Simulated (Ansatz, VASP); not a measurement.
MnS: VASP beside Ansatz

INCAR

```
SYSTEM = MnS
  ALGO = Normal
  EDIFF = 1E-6
  ENCUT = 520
  GGA = PS
  ISIF = 2
  ISMEAR = 0
  ISPIN = 2
  LASPH = .TRUE.
  LCHARG = .FALSE.
  LMAXMIX = 4
  LORBIT = 11
  LREAL = .FALSE.
  LWAVE = .FALSE.
  MAGMOM = 4.04 0
  NBANDS = 20
  NELM = 150
  PREC = Accurate
  SIGMA = 0.1
```

File KPOINTS:

```
k-points
0
G
  14 14 14
  0 0 0
```

The input POSCAR:

```
MnS
1.0
    0.0000000000      2.4438230835      2.4438230835
    2.4438230835      0.0000000000      2.4438230835
    2.4438230835      2.4438230835      0.0000000000
Mn S
1 1
Direct
    0.0000000000      0.0000000000      0.0000000000
    0.5000000000      0.5000000000      0.5000000000
```

Input for Ansatz:

```yaml
crystal:
  lattice:
    - [0.0, 2.4438230835, 2.4438230835]
    - [2.4438230835, 0.0, 2.4438230835]
    - [2.4438230835, 2.4438230835, 0.0]
  atoms:
    - { symbol: Mn, position: [0.0, 0.0, 0.0], spin: 4.04 }
    - { symbol: S, position: [0.5, 0.5, 0.5] }
basis:
  ecutwfc: 420
kpoints:
  mp_grid: { grid: [14, 14, 14] }
hamiltonian:
  xc: pbesol
scf:
  occupations: { method: gaussian, width: 0.1 }
output:
  forces: true
  stress: true
  eigenvalues: true
  populations: true
magnetization:
  spin_polarized: true
```

Alike in both runs: task single point; functional PBEsol; k mesh 14 × 14 × 14; occupations gaussian, width 0.1 eV; collinear spin.

|  | VASP | Ansatz |
| --- | --- | --- |
| version | VASP 6.6.1 | Ansatz 0.2.0 |
| potentials or method | VASP PAW PBE potentials, release 64 (Mn_pv, S), cutoff 520 eV | scalar-relativistic, plane waves, PAW |
| valence electrons in the cell | 19 | 21 |

|  | VASP | Ansatz | Ansatz less VASP |
| --- | --- | --- | --- |
| gap on the k mesh at the Fermi level (eV) | none | none | - |
| pressure (GPa) | 2.0 | 1.7 | -0.27 |
| net moment per atom (μB) | 1.98 | 1.98 | -0.001 |
| size of the moment on the site where the two differ most (μB) | 3.67 | 3.54 | -0.127 |

VASP's potentials were made for PBE, not for PBEsol. Site moments also hang on the region over which each program counts them. A gap of «none» marks a metal or a gap that the smearing closes. With one functional, cell and mesh, what is left measures potentials, basis and numerics. VASP's potentials hold 19 valence electrons a cell and Ansatz's 21, so a difference there can come from the potentials and not from the codes.
